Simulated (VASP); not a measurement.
# InSe (R3m) in VASP: further runs

The runs below take InSe through single point, with PBEsol.

All numbers are computed with VASP 6.6.1; they aren't measurements. Logs are shortened: lines on timing, memory, paths and dates and some standing lists are left out, and cuts for length are marked.

**Experimental background.**

From “The Interaction of Hydrogen with the van der Waals Crystal γ-InSe”, 2020, pmc:7321205, for a bulk crystal of InSe at 300 K: band gap 1.25 eV.

The results are compared with them further down.

## Step 1: The cell of the first run

It takes space group R3m (No. 160, trigonal). Conventional cell: a = 4.000 Å, b = 4.000 Å, c = 24.950 Å, α = 90.00°, β = 90.00°, γ = 120.00°. In (site symmetry 3m) has 3 Se at 2.64 Å and 1 In at 2.80 Å within 3.5 Å. Within 3.5 Å of In (site symmetry 3m) lie 3 Se at 2.64 Å and 1 In at 2.80 Å. Within 3.5 Å of Se (site symmetry 3m) lie 3 In at 2.64 Å. Se (site symmetry 3m) has 3 In at 2.64 Å within 3.5 Å.

## Step 2: Single point, PBEsol

File INCAR:

```
SYSTEM = InSe
PREC = Accurate
ENCUT = 500
EDIFF = 1E-6
ISMEAR = 0
SIGMA = 0.03
LREAL = .False.
LASPH = .True.
NELM = 120
ALGO = Normal
ISIF = 2
LWAVE = .False.
LCHARG = .False.
GGA = PS
NBANDS = 69
GGA_COMPAT = .False.
```

File KPOINTS:

```
Automatic mesh
0
Gamma
  10 10 2
  0 0 0
```

File POSCAR:

```
InSe
1.0
   -1.9999996503     -3.4641010095      0.0000000000
    1.9999996503     -3.4641010095      0.0000000000
    0.0000000000      0.0000000000     24.9500100000
In Se
6 6
Direct
    0.0000000000      0.0000000000      0.0000000000
    0.3333333333      0.3333333333      0.3333333333
    0.6666666667      0.6666666667      0.6666666667
    1.0000000000      1.0000000000      0.1122000000
    0.3333333333      0.3333333333      0.4455333333
    0.6666666667      0.6666666667      0.7788666667
    1.0000000000      1.0000000000      0.6155000000
    0.3333333333      0.3333333333      0.9488333333
    0.6666666667      0.6666666667      0.2821666667
    1.0000000000      1.0000000000      0.8300000000
    0.3333333333      0.3333333333      0.1633333333
    0.6666666667      0.6666666667      0.4966666667
```

Potentials or basis: VASP PAW PBE potentials, release 64 (In_d, Se).

Command:

```bash
cat potpaw_PBE.64/In_d/POTCAR potpaw_PBE.64/Se/POTCAR > POTCAR
mpirun -np 1 vasp_std > vasp.out
```

OUTCAR:

```text
SYSTEM = InSe
   PREC = Accurate
   ENCUT = 500
   EDIFF = 1E-6
   ISMEAR = 0
   LREAL = .False.
   LASPH = .True.
   NELM = 120
   ISIF = 2
   GGA = PS

 ion  position               nearest neighbor table
   1  0.000  0.000  0.000-   8 2.64   8 2.64   8 2.64   4 2.80
   2  0.333  0.333  0.333-   9 2.64   9 2.64   9 2.64   5 2.80
   3  0.667  0.667  0.667-   7 2.64   7 2.64   7 2.64   6 2.80
   4  0.000  0.000  0.112-  11 2.64  11 2.64  11 2.64   1 2.80
   5  0.333  0.333  0.446-  12 2.64  12 2.64  12 2.64   2 2.80
   6  0.667  0.667  0.779-  10 2.64  10 2.64  10 2.64   3 2.80
   7  0.000  0.000  0.615-   3 2.64   3 2.64   3 2.64
   8  0.333  0.333  0.949-   1 2.64   1 2.64   1 2.64
   9  0.667  0.667  0.282-   2 2.64   2 2.64   2 2.64
  10  0.000  0.000  0.830-   6 2.64   6 2.64   6 2.64
  11  0.333  0.333  0.163-   4 2.64   4 2.64   4 2.64
  12  0.667  0.667  0.497-   5 2.64   5 2.64   5 2.64

  LATTYP: Found a hexagonal cell.
 ALAT       =     3.9999993007
 C/A-ratio  =     6.2375035905

  Lattice vectors:

 A1 = (  -1.9999996503,   3.4641010095,   0.0000000000)
 A2 = (  -1.9999996503,  -3.4641010095,   0.0000000000)
 A3 = (   0.0000000000,   0.0000000000,  24.9500100000)

Analysis of symmetry for initial positions (statically):
=====================================================================
 Subroutine PRICEL returns following result:

  LATTYP: Found a trigonal (rhomboedric) cell.
 ALAT       =     8.6313574450
 COS(alpha) =     0.8926179648

  Lattice vectors:

 A1 = (   1.9999996503,  -1.1547003367,  -8.3166699992)
 A2 = (  -1.9999996503,  -1.1547003360,  -8.3166700017)
 A3 = (  -0.0000000000,   2.3094006728,  -8.3166699992)

   3 primitive cells build up your supercell.

 Routine SETGRP: Setting up the symmetry group for a
 hexagonal supercell.

 Subroutine GETGRP returns: Found  6 space group operations
 (whereof  6 operations were pure point group operations)
 out of a pool of 24 trial point group operations.

The static configuration has the point symmetry C_3v.

Analysis of symmetry for dynamics (positions and initial velocities):
=====================================================================
 Subroutine PRICEL returns following result:

  LATTYP: Found a trigonal (rhomboedric) cell.
 ALAT       =     8.6313574450
 COS(alpha) =     0.8926179648

  Lattice vectors:

 A1 = (   1.9999996503,  -1.1547003367,  -8.3166699992)
 A2 = (  -1.9999996503,  -1.1547003360,  -8.3166700017)
 A3 = (  -0.0000000000,   2.3094006728,  -8.3166699992)

   3 primitive cells build up your supercell.

 Routine SETGRP: Setting up the symmetry group for a
 hexagonal supercell.

 Subroutine GETGRP returns: Found  6 space group operations
 (whereof  6 operations were pure point group operations)
 out of a pool of 24 trial point group operations.

The dynamic configuration has the point symmetry C_3v.

 Subroutine INISYM returns: Found  6 space group operations
 (whereof  6 operations are pure point group operations),
 and found     3 'primitive' translations

----------------------------------------------------------------------------------------

                                     Primitive cell

  volume of cell :     115.2391

  direct lattice vectors                    reciprocal lattice vectors
     1.999999650 -1.154700337 -8.316669999     0.250000044 -0.144337593 -0.040080144
    -1.999999650 -1.154700336 -8.316670002    -0.250000044 -0.144337593 -0.040080144
    -0.000000000  2.309400673 -8.316669999     0.000000000  0.288675185 -0.040080144

  length of vectors
     8.631357445  8.631357447  8.631357445     0.291444301  0.291444301  0.291444301

  position of ions in fractional coordinates (direct lattice)
     0.000000000  0.000000000  0.000000000
     0.887800000  0.887800000  0.887800000
     0.384500000  0.384500000  0.384500000
     0.170000000  0.170000000  0.170000000

  ion indices of the primitive-cell ions
   primitive index   ion index
                 1           1
                 2           4
                 3           7
                 4          10

----------------------------------------------------------------------------------------

 KPOINTS: Automatic mesh

Automatic generation of k-mesh.
 Grid dimensions read from file:
 generate k-points for:   10   10    2

 Generating k-lattice:

  Cartesian coordinates                     Fractional coordinates (reciprocal lattice)
    -0.025000004 -0.014433759  0.000000000     0.100000000  0.000000000  0.000000000
     0.025000004 -0.014433759  0.000000000     0.000000000  0.100000000  0.000000000
     0.000000000  0.000000000  0.020040072     0.000000000  0.000000000  0.500000000

  Length of vectors
     0.028867519  0.028867519  0.020040072

  Shift w.r.t. Gamma in fractional coordinates (k-lattice)
     0.000000000  0.000000000  0.000000000

 Subroutine IBZKPT returns following result:
 ===========================================

 Found     28 irreducible k-points:

 Following reciprocal coordinates:
            Coordinates               Weight
  0.000000  0.000000  0.000000      1.000000
  0.100000 -0.000000  0.000000      6.000000
  0.200000 -0.000000  0.000000      6.000000
  0.300000  0.000000  0.000000      6.000000
  0.400000 -0.000000  0.000000      6.000000
  0.500000  0.000000  0.000000      3.000000
[... 16 lines left out ...]
  0.400000  0.100000  0.500000     12.000000
  0.500000  0.100000  0.500000     12.000000
 [... further k-points ...]
   k-points           NKPTS =     28   k-points in BZ     NKDIM =     28   number of bands    NBANDS=     69
   number of dos      NEDOS =    301   number of ions     NIONS =     12
   total plane-waves  NPLWV = 172800
   dimension x,y,z NGX =    30 NGY =   30 NGZ =  192
   dimension x,y,z NGXF=    60 NGYF=   60 NGZF=  384
   ions per type =               6   6
   NGX,Y,Z   is equivalent  to a cutoff of  12.47, 12.47, 12.79 a.u.
   NGXF,Y,Z  is equivalent  to a cutoff of  24.94, 24.94, 25.59 a.u.
 SYSTEM =  InSe
   PREC   = accura    normal or accurate (medium, high low for compatibility)
   ISTART =      0    job   : 0-new  1-cont  2-samecut
   ICHARG =      2    charge: 1-file 2-atom 10-const
   ISPIN  =      1    spin polarized calculation?
   LNONCOLLINEAR =      F non collinear calculations
   LSORBIT =      F    spin-orbit coupling
   LASPH  =      T    aspherical Exc in radial PAW
   ENCUT  =  500.0 eV  36.75 Ry    6.06 a.u.   7.29  7.29 45.49*2*pi/ulx,y,z
   NELM   =    120;   NELMIN=  2; NELMDL= -5     # of ELM steps
   EDIFF  = 0.1E-05   stopping-criterion for ELM
   LREAL  =      F    real-space projection
   EDIFFG = 0.1E-04   stopping-criterion for IOM
   NSW    =      0    number of steps for IOM
   IBRION =     -1    ionic relax: 0-MD 1-quasi-New 2-CG
   NFREE  =      0    steps in history (QN), initial steepest desc. (CG)
   ISIF   =      2    stress and relaxation
   ISYM   =      2    0-nonsym 1-usesym 2-fastsym
   POTIM  = 0.5000    time-step for ionic-motion
   TEBEG  =    0.0;   TEEND  =   0.0 temperature during run
   PSTRESS=    0.0 pullay stress
   NELECT =     114.0000    total number of electrons
   NUPDOWN=      -1.0000    fix difference up-down
   EMIN   =  10.00;   EMAX   =-10.00  energy-range for DOS
   EFERMI =   0.00;   METHOD = LEGACY
   ISMEAR =     0;   SIGMA  =   0.03  broadening in eV -4-tet -1-fermi 0-gaus
   EFERMI_NEDOS =   21; number of points for ismear=-14 and -15
   IALGO  =     38    algorithm
   IMIX   =      4    mixing-type and parameters
     AMIX     =   0.40;   BMIX     =  1.00
     AMIX_MAG =   1.60;   BMIX_MAG =  1.00
  volume/ion in A,a.u.               =      28.81       194.42
  Fermi-wavevector in a.u.,A,eV,Ry     =   1.131018  2.137313 17.404585  1.279201
  Thomas-Fermi vector in A             =   2.267716
   LORBIT       =      0    0 simple, 1 ext, 2 COOP (PROOUT), +10 PAW based schemes
   GGA     = PS    functional components
   LHFCALC =     F    Hartree Fock is set to
   AEXX    =    0.0000 exact exchange contribution
   IVDW    =     0    specifies the selected vdW correction
   LEPSILON=     F    determine dielectric tensor
   LRPA    =     F    only Hartree local field effects (RPA)
 non-spin polarized calculation
 Gauss-broadening in eV      SIGMA  =   0.03
  energy-cutoff  :      500.00
  volume of cell :      345.72
 maximum number of plane-waves:      8845
 NGX is ok and might be reduce to    30

 number of electron     113.9999962 magnetization

 Free energy of the ion-electron system (eV)
  ---------------------------------------------------
  ext. energy  EPLUGINS =         0.00000000
  ---------------------------------------------------
  free energy    TOTEN  =       -46.78161742 eV

  energy without entropy =      -46.78161742  energy(sigma->0) =      -46.78161742

 E-fermi :   4.2895     XC(G=0):  -9.1813

 val. band max:        4.1542642876   @ k =   0.0000   0.0000   0.5000
 cond. band min:       4.4369338766   @ k =   0.0000   0.0000   0.5000
 fundamental gap:      0.2826695891
 Fermi energy:         4.2894605369

 k-point     1 :       0.0000    0.0000    0.0000
  band No.  band energies     occupation
      1     -10.6266      2.00000
      2     -10.6263      2.00000
      3     -10.6263      2.00000
      4     -10.4416      2.00000
      5     -10.4416      2.00000
      6     -10.4416      2.00000
[... 61 lines left out ...]
     68       8.4500      0.00000
     69       8.4500      0.00000

 k-point     2 :       0.1000   -0.0000    0.0000
  band No.  band energies     occupation
      1     -10.6288      2.00000
      2     -10.6280      2.00000
      3     -10.6279      2.00000
      4     -10.4853      2.00000
      5     -10.4801      2.00000
      6     -10.4799      2.00000
[... 61 lines left out ...]
     68       8.5034      0.00000
     69       8.5609      0.00000

 k-point     3 :       0.2000   -0.0000    0.0000
  band No.  band energies     occupation
      1     -10.6547      2.00000
      2     -10.6492      2.00000
      3     -10.6487      2.00000
      4     -10.5495      2.00000
      5     -10.5442      2.00000
      6     -10.5435      2.00000
[... 1501 lines left out ...]
     68       8.3082      0.00000
     69       8.3470      0.00000

 k-point    24 :       0.5000    0.1000    0.5000
  band No.  band energies     occupation
      1     -10.7861      2.00000
      2     -10.7809      2.00000
      3     -10.7775      2.00000
      4     -10.6895      2.00000
      5     -10.6856      2.00000
      6     -10.6798      2.00000
[... 61 lines left out ...]
     68       8.0594      0.00000
     69       8.2806      0.00000

 [... further k-points ...]

------------------------ aborting loop because EDIFF is reached ----------------------------------------

  FORCE on cell =-STRESS in cart. coord.  units (eV):
  Direction    XX          YY          ZZ          XY          YZ          ZX
  --------------------------------------------------------------------------------------
  -------------------------------------------------------------------------------------
  Total        1.0714305      1.0714305     -0.1205578     -0.0000000      0.0000000      0.0000000
  in kB        4.9653903      4.9653903     -0.5587079     -0.0000000      0.0000000      0.0000000
  external PRESSURE =       3.1240242 kB  Pullay stress =       0.0000000 kB

 VOLUME and BASIS-vectors are now :
 -----------------------------------------------------------------------------
  energy-cutoff  :      500.00
  volume of cell :      345.72
      direct lattice vectors                 reciprocal lattice vectors
    -1.999999650 -3.464101010  0.000000000    -0.250000044 -0.144337593  0.000000000
     1.999999650 -3.464101010  0.000000000     0.250000044 -0.144337593  0.000000000
     0.000000000  0.000000000 24.950010000     0.000000000  0.000000000  0.040080144

 POSITION                                       TOTAL-FORCE (eV/Angst)
 -----------------------------------------------------------------------------------
      0.00000      0.00000      0.00000        -0.000000     -0.000000      0.176079
      0.00000     -2.30940      8.31667        -0.000000     -0.000000      0.176079
      0.00000     -4.61880     16.63334         0.000000     -0.000000      0.176079
      0.00000      0.00000      2.79939        -0.000000      0.000000     -0.175267
      0.00000     -2.30940     11.11606         0.000000     -0.000000     -0.175267
      0.00000     -4.61880     19.43273         0.000000     -0.000000     -0.175267
      0.00000      0.00000     15.35673        -0.000000     -0.000000     -0.029658
      0.00000     -2.30940     23.67340         0.000000     -0.000000     -0.029658
      0.00000     -4.61880      7.04006        -0.000000      0.000000     -0.029658
      0.00000      0.00000     20.70851         0.000000     -0.000000      0.028845
      0.00000     -2.30940      4.07517         0.000000      0.000000      0.028845
      0.00000     -4.61880     12.39184        -0.000000      0.000000      0.028845
 -----------------------------------------------------------------------------------
    total drift:                                0.000000      0.000000     -0.001189

  FREE ENERGIE OF THE ION-ELECTRON SYSTEM (eV)
  ---------------------------------------------------
  free  energy   TOTEN  =       -46.7816174232 eV

  energy  without entropy=      -46.7816174232  energy(sigma->0) =      -46.78161742
```

It took 9.9 min on 1 thread of Intel Xeon Platinum 8488C (Sapphire Rapids), shared host; peak memory 0.69 GiB.

Results:

```
Free energy            : -46.7816 eV
Pressure               : 0.3 GPa
Largest force          : 0.176 eV/Å
Band gap on the k mesh : 0.28 eV
```

Forces on the atoms (eV/Å):
```
In   0.000  0.000  0.176
In   0.000  0.000  0.176
In   0.000  0.000  0.176
In   0.000  0.000 -0.175
In   0.000  0.000 -0.175
In   0.000  0.000 -0.175
Se   0.000  0.000 -0.030
Se   0.000  0.000 -0.030
Se   0.000  0.000 -0.030
Se   0.000  0.000  0.029
Se   0.000  0.000  0.029
Se   0.000  0.000  0.029
```

Levels at points of the mesh, in eV from the valence-band top:
| k point | band 55 | band 56 | band 57 | band 58 | band 59 | band 60 |
| --- | --- | --- | --- | --- | --- | --- |
| (0.00, 0.00, 0.00) | -1.18 | -0.63 | -0.63 | 0.86 | 0.86 | 1.68 |
| (0.50, 0.00, 0.00) | -1.77 | -1.77 | -1.56 | 1.02 | 1.22 | 1.22 |
| (0.00, 0.00, 0.50) | -1.16 | -1.16 | 0.00 | 0.28 | 1.42 | 1.42 |
| (0.50, 0.00, 0.50) | -1.72 | -1.68 | -1.68 | 1.04 | 1.23 | 1.23 |

Caveat: the PAW data sets were made with another functional, which shifts forces and pressure a little; spin-orbit coupling is left out, which moves the levels of the heavy elements; this functional lacks dispersion, which binds the layers, so the pressure and a relaxed spacing across them are unreliable.

## Step 3: Single point, PBEsol

This run uses another cell than the first one: it holds 4 atoms, not 12.

File INCAR:

```
SYSTEM = InSe
ALGO = Normal
EDIFF = 1E-6
ENCUT = 520
GGA = PS
ISIF = 2
ISMEAR = 0
LASPH = .True.
LCHARG = .False.
LREAL = .False.
LUSENCCL = .False.
LWAVE = .False.
NBANDS = 27
NELM = 60
PREC = Accurate
SIGMA = 0.03
```

File KPOINTS:

```
k-points
0
Gamma
  12 12 12
  0 0 0
```

File POSCAR:

```
InSe
1.0
    1.9999996503      1.1547003365      8.3166700000
   -1.9999996503      1.1547003365      8.3166700000
    0.0000000000     -2.3094006730      8.3166700000
In Se
2 2
Direct
    0.0000000000      0.0000000000      0.0000000000
    0.1122000000      0.1122000000      0.1122000000
    0.6155000000      0.6155000000      0.6155000000
    0.8300000000      0.8300000000      0.8300000000
```

Potentials or basis: VASP PAW PBE potentials, release 64 (In_d, Se).

Command:

```bash
cat potpaw_PBE.64/In_d/POTCAR potpaw_PBE.64/Se/POTCAR > POTCAR
mpirun -np 1 vasp_std > vasp.out
```

It took 8.4 min on 1 × NVIDIA H100 80GB with 1 thread of Intel Xeon Platinum 8481C at 2.70GHz (Sapphire Rapids), shared host; peak memory 1.9 GiB.

The run converged. Its results:

```
Free energy            : -15.5941 eV
Pressure               : 0.3 GPa
Largest force          : 0.175 eV/Å
Band gap on the k mesh : 0.28 eV
```

Forces in eV/Å, atoms in the order of the input:
```
In   0.000  0.000  0.175
In   0.000  0.000 -0.175
Se   0.000  0.000 -0.030
Se   0.000  0.000  0.029
```

Stress tensor (GPa, compression positive):
```
 0.48  0.00  0.00
 0.00  0.48  0.00
 0.00  0.00 -0.07
```

Levels at points of the mesh, in eV from the valence-band top:
```csv
k point,band 16,band 17,band 18,band 19,band 20,band 21,band 22,band 23
"(0.00, 0.00, 0.00)",-1.37,-1.37,-1.24,-1.24,1.68,1.97,4.30,4.30
"(0.50, 0.00, 0.00)",-2.49,-2.42,-2.26,-1.72,1.04,1.90,3.55,3.89
"(0.50, 0.50, 0.00)",-2.75,-2.59,-2.07,-1.56,1.02,1.90,3.18,3.44
"(0.50, 0.50, 0.50)",-1.44,-1.16,-1.16,0.00,0.28,2.04,4.20,4.20
```

Caveat: the PAW data sets were made with another functional, which shifts forces and pressure a little; spin-orbit coupling is left out, which moves the levels of the heavy elements.

## Step 4: Comparison with measurements

Step 3. A measured gap of InSe is 1.25 eV (300 K; “The Interaction of Hydrogen with the van der Waals Crystal γ-InSe”, 2020, pmc:7321205); the calculated 0.28 eV misses it by -0.97 eV. Spin-orbit coupling on In, Se is left out. The value is that of PBEsol on a finite k mesh, which can miss the band edges, without temperature or zero-point motion. Semilocal functionals fall short of measured gaps as a rule.
